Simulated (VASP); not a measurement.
Wanted: the native input for a VASP 6.6.1 run.

```
Task                   : single point
Functional             : PBE
Dispersion             : D3(BJ)
Potentials or basis    : VASP PAW PBE potentials, release 64 (C, N, H)
Cutoff                 : 520 eV
k mesh                 : 1 × 1 × 1
Occupations            : fermi-dirac, width 0.02 eV
Spin                   : no spin polarisation
Dipole correction      : no
Further INCAR settings : LREAL = Auto; ALGO = Normal; EDIFF = 1e-06; NBANDS = 72
```

The structure of H3C2N lies in POSCAR:

```
H3C2N
1.0
    8.0517480000      0.0000000000      0.0000000000
    0.0000000000      8.0517480000      0.0000000000
    0.0000000000      0.0000000000      8.0517480000
C N H
12 6 18
Direct
    0.6135065330      0.3234825531      0.3719564994
    0.5357221811      0.1837613398      0.4492937434
    0.2381097868      0.4818829402      0.4954327930
    0.0690036499      0.5071072766      0.5576428870
    0.2716056191      0.9302824679      0.8560749790
    0.3564319201      1.0405318199      0.9708450885
    0.6682648290      0.7799300226      0.8519516507
    0.6144504274      0.7292826353      1.0177789966
    0.6536841441      0.3730370101      0.8089671957
    0.7606671247      0.2515602823      0.8874097898
    0.9444905628      0.8620239978      0.2671097009
    1.0051730382      0.7243147699      0.1635297081
    0.4653275289      0.0869252242      0.5318348264
   -0.0678610409      0.5428634875      0.5944920283
    0.4350732288      1.1354801467      1.0419973402
    0.5807558806      0.6786476676      1.1507314933
    0.8461392483      0.1429006472      0.9272272307
    1.0486915388      0.6069116917      0.0928369840
    0.7284132588      0.3676965548      0.4433819836
    0.6647749035      0.3003943988      0.2488900547
    0.5363059053      0.4364766508      0.3599715242
    0.3225510783      0.5854380937      0.5145839140
    0.3000218089      0.3651381042      0.5468626191
    0.2242121835      0.4756482692      0.3634241906
    0.2894526754      0.8021736398      0.9015433667
    0.1387276403      0.9635174871      0.8650792350
    0.3242774116      0.9387650980      0.7366474957
    0.7816563559      0.7193965832      0.8212999215
    0.5718261426      0.7484710152      0.7604063118
    0.6786849266      0.9198747899      0.8608441297
    0.5982924453      0.4573292656      0.9010217409
    0.7176702500      0.4510821750      0.7199057894
    0.5442296505      0.3213215317      0.7579844774
    0.8701091986      0.8102836800      0.3751731922
    1.0499956034      0.9415843616      0.3141429662
    0.8714505223      0.9501415096      0.1812153088
```

These files were run (other wordings do the same):

INCAR

```
  ALGO = Normal
  EDIFF = 1E-6
  ENCUT = 520
  GGA = PE
  ISIF = 2
  ISMEAR = -1
  IVDW = 12
  LASPH = T
  LCHARG = F
  LREAL = Auto
  LWAVE = F
  NBANDS = 72
  NELM = 80
  PREC = Accurate
  SIGMA = 0.02
```

KPOINTS

```
k-points
0
Gamma
  1 1 1
```

Potentials or basis: VASP PAW PBE potentials, release 64 (C, N, H).

The run is started by

```bash
$ cat potpaw_PBE.64/C/POTCAR potpaw_PBE.64/N/POTCAR potpaw_PBE.64/H/POTCAR > POTCAR
$ mpirun -np 1 vasp_gam > vasp.out
```

Results of the run:

```json
{"Pressure": "-0.3 GPa", "Largest force": "2.516 eV/Å", "Band gap on the k mesh": "6.16 eV", "Dispersion energy per atom": "-0.045 eV"}
```

Caveat: the k points lie up to 0.78 Å⁻¹ apart.

Wall time 99 s on 1 thread of Intel(R) Xeon(R) Platinum 8375C CPU @ 2.90GHz (Ice Lake), with other jobs on the host, peak memory 0.47 GiB.
